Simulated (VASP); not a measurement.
A run of VASP 6.6.1 is set up as follows.

Contents of POSCAR:

```
CsSnI3
1.0
    6.1166608907      0.0000000000      0.0000000000
    0.0000000000      6.1166608907      0.0000000000
    0.0000000000      0.0000000000      6.2753435978
Cs Sn I
1 1 3
Direct
    0.0000000000      0.0000000000      0.0000000000
    0.5000000000      0.5000000000      0.5000000000
    0.5000000000      0.5000000000      0.0000000000
    0.5000000000      0.0000000000      0.5000000000
    0.0000000000      0.5000000000      0.5000000000
```

Contents of INCAR.step1:

```
SYSTEM = CsSnI3
  ALGO = Normal
  EDIFF = 1E-4
  ENCUT = 520
  GGA = PE
  ISMEAR = -1
  LASPH = .TRUE.
  LCHARG = .FALSE.
  LREAL = .FALSE.
  LWAVE = .TRUE.
  NBANDS = 30
  NELM = 100
  PREC = Accurate
  SIGMA = 0.02
```

INCAR.step2

```
SYSTEM = CsSnI3
  ALGO = Normal
  EDIFF = 1E-6
  ENCUT = 520
  ISIF = 2
  ISMEAR = -1
  ISTART = 1
  LASPH = .TRUE.
  LCHARG = .FALSE.
  LMIXTAU = .TRUE.
  LREAL = .FALSE.
  LWAVE = .FALSE.
  METAGGA = R2SCAN
  NBANDS = 30
  NELM = 100
  PREC = Accurate
  SIGMA = 0.02
```

Contents of KPOINTS:

```
k-points
0
G
  4 4 4
  0 0 0
```

Potentials or basis: VASP PAW PBE potentials, release 64 (Cs_sv, Sn_d, I).

Run with:

```sh
$ cat potpaw_PBE.64/Cs_sv/POTCAR potpaw_PBE.64/Sn_d/POTCAR potpaw_PBE.64/I/POTCAR > POTCAR
$ cp INCAR.step1 INCAR
$ mpirun -np 1 vasp_std > vasp.out
$ cp INCAR.step2 INCAR
$ mpirun -np 1 vasp_std > vasp.out
```

Question: Predict the pressure.

Answer: 0.7 GPa.

Question: Estimate the band gap on the k mesh.

Answer: 0.20 eV, direct.

Stress tensor (GPa, compression positive):
```
1.05 0.00 0.00
0.00 1.05 0.00
0.00 0.00 0.00
```

Caveat: the cell differs from its parent crystal (epitaxial xy strain -2.0%); the PAW data sets were made with another functional, which shifts forces and pressure a little; spin-orbit coupling is left out, which moves the levels of the heavy elements. A k mesh can miss the band edges.
